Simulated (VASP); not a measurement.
# RbBr (Fm-3m) in VASP: dielectric tensor with r2SCAN

Aim: the dielectric tensor of RbBr with r2SCAN.

Everything below comes from runs of VASP 6.6.1. Logs are shortened: lines on timing, memory, paths and dates and some standing lists are left out, and cuts for length are marked.

## (1) The cell of the first run

It takes space group Fm-3m (No. 225, cubic). Conventional cell: a = 6.922 Å, b = 6.922 Å, c = 6.922 Å, α = 90.00°, β = 90.00°, γ = 90.00°. Within 4.5 Å of Rb (site symmetry m-3m) lie 6 Br at 3.46 Å. Br (site symmetry m-3m) has 6 Rb at 3.46 Å within 4.5 Å.

## (2) Dielectric tensor, r2SCAN

Input file INCAR:

```
ALGO = Normal ; EDIFF = 1E-8
ENCUT = 520 ; ISIF = 2
ISMEAR = 0 ; LASPH = T
LCALCEPS = T ; LCHARG = F
LMIXTAU = T ; LREAL = F
LWAVE = F ; METAGGA = R2SCAN
NELM = 100 ; PREC = Accurate
SIGMA = 0.01
```

Input file KPOINTS:

```
k-points
0
Gamma
  6 6 6
```

Input file POSCAR:

```
RbBr
1.0
    0.0000000000      3.4608318259      3.4608318259
    3.4608318259      0.0000000000      3.4608318259
    3.4608318259      3.4608318259      0.0000000000
Rb Br
1 1
Direct
    0.0000000000      0.0000000000      0.0000000000
    0.5000000000      0.5000000000      0.5000000000
```

Potentials or basis: VASP PAW PBE potentials, release 64 (Rb_sv, Br).

Run with:

```bash
$ cat potpaw_PBE.64/Rb_sv/POTCAR potpaw_PBE.64/Br/POTCAR > POTCAR
$ mpirun -np 1 vasp_std > vasp.out
```

OUTCAR:

```text
EDIFF = 1E-8
   ENCUT = 520
   ISIF = 2
   ISMEAR = 0
   LASPH = T
   LREAL = F
   METAGGA = R2SCAN
   NELM = 100
   PREC = Accurate

 ion  position               nearest neighbor table
   1  0.000  0.000  0.000-   2 3.46   2 3.46   2 3.46   2 3.46   2 3.46   2 3.46
   2  0.500  0.500  0.500-   1 3.46   1 3.46   1 3.46   1 3.46   1 3.46   1 3.46

  LATTYP: Found a face centered cubic cell.
 ALAT       =     6.9216636518

  Lattice vectors:

 A1 = (   0.0000000000,   3.4608318259,   3.4608318259)
 A2 = (   3.4608318259,   0.0000000000,   3.4608318259)
 A3 = (   3.4608318259,   3.4608318259,   0.0000000000)

Analysis of symmetry for initial positions (statically):
=====================================================================
 Subroutine PRICEL returns:
 Original cell was already a primitive cell.

 Routine SETGRP: Setting up the symmetry group for a
 face centered cubic supercell.

 Subroutine GETGRP returns: Found 48 space group operations
 (whereof 48 operations were pure point group operations)
 out of a pool of 48 trial point group operations.

The static configuration has the point symmetry O_h .

Analysis of symmetry for dynamics (positions and initial velocities):
=====================================================================
 Subroutine PRICEL returns:
 Original cell was already a primitive cell.

 Routine SETGRP: Setting up the symmetry group for a
 face centered cubic supercell.

 Subroutine GETGRP returns: Found 48 space group operations
 (whereof 48 operations were pure point group operations)
 out of a pool of 48 trial point group operations.

The dynamic configuration has the point symmetry O_h .

 Subroutine INISYM returns: Found 48 space group operations
 (whereof 48 operations are pure point group operations),
 and found     1 'primitive' translations

----------------------------------------------------------------------------------------

                                     Primitive cell

  volume of cell :      82.9032

  direct lattice vectors                    reciprocal lattice vectors
     0.000000000  3.460831826  3.460831826    -0.144473937  0.144473937  0.144473937
     3.460831826  0.000000000  3.460831826     0.144473937 -0.144473937  0.144473937
     3.460831826  3.460831826  0.000000000     0.144473937  0.144473937 -0.144473937

  length of vectors
     4.894355305  4.894355305  4.894355305     0.250236200  0.250236200  0.250236200

  position of ions in fractional coordinates (direct lattice)
     0.000000000  0.000000000  0.000000000
     0.500000000  0.500000000  0.500000000

  ion indices of the primitive-cell ions
   primitive index   ion index
                 1           1
                 2           2

----------------------------------------------------------------------------------------

 KPOINTS: k-points

Automatic generation of k-mesh.
 Grid dimensions read from file:
 generate k-points for:    6    6    6

 Generating k-lattice:

  Cartesian coordinates                     Fractional coordinates (reciprocal lattice)
    -0.024078990  0.024078990  0.024078990     0.166666667  0.000000000  0.000000000
     0.024078990 -0.024078990  0.024078990     0.000000000  0.166666667  0.000000000
     0.024078990  0.024078990 -0.024078990     0.000000000  0.000000000  0.166666667

  Length of vectors
     0.041706033  0.041706033  0.041706033

  Shift w.r.t. Gamma in fractional coordinates (k-lattice)
     0.000000000  0.000000000  0.000000000

 Subroutine IBZKPT returns following result:
 ===========================================

 Found     16 irreducible k-points:

 Following reciprocal coordinates:
            Coordinates               Weight
  0.000000  0.000000  0.000000      1.000000
  0.166667  0.000000  0.000000      8.000000
  0.333333  0.000000  0.000000      8.000000
  0.500000  0.000000  0.000000      4.000000
  0.166667  0.166667  0.000000      6.000000
  0.333333  0.166667  0.000000     24.000000
[... 8 lines left out ...]
 -0.333333  0.333333  0.166667     24.000000
 -0.333333  0.500000  0.166667     12.000000
   k-points           NKPTS =     16   k-points in BZ     NKDIM =     16   number of bands    NBANDS=     12
   number of dos      NEDOS =    301   number of ions     NIONS =      2
   total plane-waves  NPLWV =  46656
   dimension x,y,z NGX =    36 NGY =   36 NGZ =   36
   dimension x,y,z NGXF=    72 NGYF=   72 NGZF=   72
   ions per type =               1   1
   NGX,Y,Z   is equivalent  to a cutoff of  12.23, 12.23, 12.23 a.u.
   NGXF,Y,Z  is equivalent  to a cutoff of  24.46, 24.46, 24.46 a.u.
 SYSTEM =  unknown system
   PREC   = accura    normal or accurate (medium, high low for compatibility)
   ISTART =      0    job   : 0-new  1-cont  2-samecut
   ICHARG =      2    charge: 1-file 2-atom 10-const
   ISPIN  =      1    spin polarized calculation?
   LNONCOLLINEAR =      F non collinear calculations
   LSORBIT =      F    spin-orbit coupling
   LASPH  =      T    aspherical Exc in radial PAW
   ENCUT  =  520.0 eV  38.22 Ry    6.18 a.u.   9.10  9.10  9.10*2*pi/ulx,y,z
   NELM   =    100;   NELMIN=  2; NELMDL= -5     # of ELM steps
   EDIFF  = 0.1E-07   stopping-criterion for ELM
   LREAL  =      F    real-space projection
   EDIFFG = 0.1E-06   stopping-criterion for IOM
   NSW    =      0    number of steps for IOM
   IBRION =     -1    ionic relax: 0-MD 1-quasi-New 2-CG
   NFREE  =      0    steps in history (QN), initial steepest desc. (CG)
   ISIF   =      2    stress and relaxation
   ISYM   =      2    0-nonsym 1-usesym 2-fastsym
   POTIM  = 0.5000    time-step for ionic-motion
   TEBEG  =    0.0;   TEEND  =   0.0 temperature during run
   PSTRESS=    0.0 pullay stress
   NELECT =      16.0000    total number of electrons
   NUPDOWN=      -1.0000    fix difference up-down
   EMIN   =  10.00;   EMAX   =-10.00  energy-range for DOS
   EFERMI =   0.00;   METHOD = LEGACY
   ISMEAR =     0;   SIGMA  =   0.01  broadening in eV -4-tet -1-fermi 0-gaus
   EFERMI_NEDOS =   21; number of points for ismear=-14 and -15
   IALGO  =     38    algorithm
   IMIX   =      4    mixing-type and parameters
     AMIX     =   0.40;   BMIX     =  1.00
     AMIX_MAG =   1.60;   BMIX_MAG =  1.00
  volume/ion in A,a.u.               =      41.45       279.73
  Fermi-wavevector in a.u.,A,eV,Ry     =   0.946072  1.787817 12.177933  0.895053
  Thomas-Fermi vector in A             =   2.074035
   LORBIT       =      0    0 simple, 1 ext, 2 COOP (PROOUT), +10 PAW based schemes
   METAGGA = R2SCAN    functional components
   LHFCALC =     F    Hartree Fock is set to
   AEXX    =    0.0000 exact exchange contribution
   IVDW    =     0    specifies the selected vdW correction
   LEPSILON=     F    determine dielectric tensor
   LRPA    =     F    only Hartree local field effects (RPA)
   LRPA       =     F
 non-spin polarized calculation
 Gauss-broadening in eV      SIGMA  =   0.01
  energy-cutoff  :      520.00
  volume of cell :       82.90
 maximum number of plane-waves:      2252
   NGX = 19   NGY = 19   NGZ = 19

 Total electronic dipole moment: p[elc]=(    -0.00000     0.00000     0.00000 ) |e| Angst

 number of electron      15.9999997 magnetization

 Free energy of the ion-electron system (eV)
  ---------------------------------------------------
  ext. energy  EPLUGINS =         0.00000000
  ---------------------------------------------------
  free energy    TOTEN  =       -31.15569761 eV

  energy without entropy =      -31.15569761  energy(sigma->0) =      -31.15569761

 E-fermi :  -2.1848     XC(G=0):  -7.5052

 val. band max:       -2.2667426550   @ k =   0.0000   0.0000   0.0000
 cond. band min:   10000.0000000000   @ k =   0.0000   0.0000   0.0000
 fundamental gap:  10002.2667426550
 Fermi energy:        -2.1847829255

 k-point     1 :       0.0000    0.0000    0.0000
  band No.  band energies     occupation
      1     -27.4851      2.00000
      2     -14.8508      2.00000
      3     -11.0121      2.00000
      4     -11.0121      2.00000
      5     -11.0121      2.00000
      6      -2.2668      2.00000
      7      -2.2668      2.00000
      8      -2.2667      2.00000
      9   10000.0000      0.00000
     10   10000.0000      0.00000
     11   10000.0000      0.00000
     12   10000.0000      0.00000

 k-point     2 :       0.1667    0.0000    0.0000
  band No.  band energies     occupation
      1     -27.4831      2.00000
      2     -14.8598      2.00000
      3     -11.0136      2.00000
      4     -11.0136      2.00000
      5     -11.0007      2.00000
      6      -2.5429      2.00000
      7      -2.3521      2.00000
      8      -2.3521      2.00000
      9   10000.0000      0.00000
     10   10000.0000      0.00000
     11   10000.0000      0.00000
     12   10000.0000      0.00000

 k-point     3 :       0.3333    0.0000    0.0000
  band No.  band energies     occupation
      1     -27.4789      2.00000
      2     -14.8774      2.00000
      3     -11.0166      2.00000
      4     -11.0166      2.00000
      5     -10.9781      2.00000
      6      -2.9946      2.00000
      7      -2.5133      2.00000
      8      -2.5133      2.00000
      9   10000.0000      0.00000
     10   10000.0000      0.00000
     11   10000.0000      0.00000
     12   10000.0000      0.00000
[... 286 lines left out ...]
 k-point    23 :       0.0000    0.1667    0.1667
  band No.  band energies     occupation
      1     -27.4824      2.00000
      2     -14.8567      2.00000
      3     -11.0277      2.00000
      4     -11.0277      2.00000
      5     -10.9901      2.00000
      6      -2.6480      2.00000
      7      -2.3197      2.00000
      8      -2.3197      2.00000
      9   10000.0000      0.00000
     10   10000.0000      0.00000
     11   10000.0000      0.00000
     12   10000.0000      0.00000

 k-point    24 :       0.0000    0.3333    0.1667
  band No.  band energies     occupation
      1     -27.4790      2.00000
      2     -14.8594      2.00000
      3     -11.0373      2.00000
      4     -11.0346      2.00000
      5     -11.0017      2.00000
      6      -2.8857      2.00000
      7      -2.4675      2.00000
      8      -2.4216      2.00000
      9   10000.0000      0.00000
     10   10000.0000      0.00000
     11   10000.0000      0.00000
     12   10000.0000      0.00000

 [... further k-points ...]

------------------------ aborting loop because EDIFF is reached ----------------------------------------

            Ionic dipole moment: p[ion]=(   -24.22582   -24.22582   -24.22582 ) |e| Angst

 Total electronic dipole moment: p[elc]=(    -0.00000    -0.00000     0.00642 ) |e| Angst

 MACROSCOPIC STATIC DIELECTRIC TENSOR (including local field effects)
 ------------------------------------------------------
           2.401135     0.000000    -0.000000
           0.000000     2.401135     0.000000
           0.000000     0.000000     2.401135
 ------------------------------------------------------

 PIEZOELECTRIC TENSOR (including local field effects) (e Angst)
          XX          YY          ZZ          XY          YZ          ZX
  --------------------------------------------------------------------------------
  x     0.00000     0.00000     0.00000     0.00000     0.00000     0.00000
  y     0.00000     0.00000     0.00000     0.00000     0.00000     0.00000
  z     0.00000     0.00000     0.00000     0.00000     0.00000     0.00000

 PIEZOELECTRIC TENSOR (including local field effects) (C/m^2)
          XX          YY          ZZ          XY          YZ          ZX
  --------------------------------------------------------------------------------
  x     0.00000     0.00000     0.00000     0.00000     0.00000     0.00000
  y     0.00000     0.00000     0.00000     0.00000     0.00000     0.00000
  z     0.00000     0.00000     0.00000     0.00000     0.00000     0.00000

 BORN EFFECTIVE CHARGES (including local field effects) (in |e|, cummulative output)
 ---------------------------------------------------------------------------------
 ion    1
    1     1.09747     0.00000     0.00000
    2     0.00000     1.09747    -0.00000
    3    -0.00000    -0.00000     1.09747
 ion    2
    1    -1.09747     0.00000    -0.00000
    2    -0.00000    -1.09747     0.00000
    3    -0.00000    -0.00000    -1.09747

  FORCE on cell =-STRESS in cart. coord.  units (eV):
  Direction    XX          YY          ZZ          XY          YZ          ZX
  --------------------------------------------------------------------------------------
  -------------------------------------------------------------------------------------
  Total        0.0215399      0.0215399      0.0215399     -0.0000000     -0.0000000      0.0000000
  in kB        0.4162776      0.4162776      0.4162776     -0.0000000     -0.0000000      0.0000000
  external PRESSURE =       0.4162776 kB  Pullay stress =       0.0000000 kB

 VOLUME and BASIS-vectors are now :
 -----------------------------------------------------------------------------
  energy-cutoff  :      520.00
  volume of cell :       82.90
      direct lattice vectors                 reciprocal lattice vectors
     0.000000000  3.460831826  3.460831826    -0.144473937  0.144473937  0.144473937
     3.460831826  0.000000000  3.460831826     0.144473937 -0.144473937  0.144473937
     3.460831826  3.460831826  0.000000000     0.144473937  0.144473937 -0.144473937

 POSITION                                       TOTAL-FORCE (eV/Angst)
 -----------------------------------------------------------------------------------
      0.00000      0.00000      0.00000        -0.000000     -0.000000     -0.000000
      3.46083      3.46083      3.46083         0.000000      0.000000      0.000000
 -----------------------------------------------------------------------------------
    total drift:                                0.000000      0.000000      0.000000

  FREE ENERGIE OF THE ION-ELECTRON SYSTEM (eV)
  ---------------------------------------------------
  free  energy   TOTEN  =       -31.1556976093 eV

  energy  without entropy=      -31.1556976093  energy(sigma->0) =      -31.15569761
```

Run time: 25 min. Hardware: 1 thread of Intel Xeon Platinum 8488C (Sapphire Rapids), shared host; peak memory 0.47 GiB.

What came out:

```yaml
Band_gap_on_the_k_mesh: 4.89 eV
Electronic_dielectric_tensor_diagonal: 2.40
Born_charges_mean_of_the_diagonal: Rb +1.10; Br -1.10 e
```

Electronic dielectric tensor:
```
2.40 0.00 0.00
0.00 2.40 0.00
0.00 0.00 2.40
```

Born effective charge tensors (e):
atom 1, Rb
```
1.10 0.00 0.00
0.00 1.10 0.00
0.00 0.00 1.10
```
atom 2, Br
```
-1.10  0.00  0.00
 0.00 -1.10  0.00
 0.00  0.00 -1.10
```

Dipole moments of the cell (e·Å, modulo the quantum): ionic -24.226, -24.226, -24.226; electronic 0.000, 0.000, 0.006

Caveat: the PAW data sets were made with another functional, which shifts forces and pressure a little. r2SCAN opens gaps a little over a GGA but as a rule still falls short of measured ones.

The gap in the log of VASP goes by the Fermi energy; the results here count the filled bands.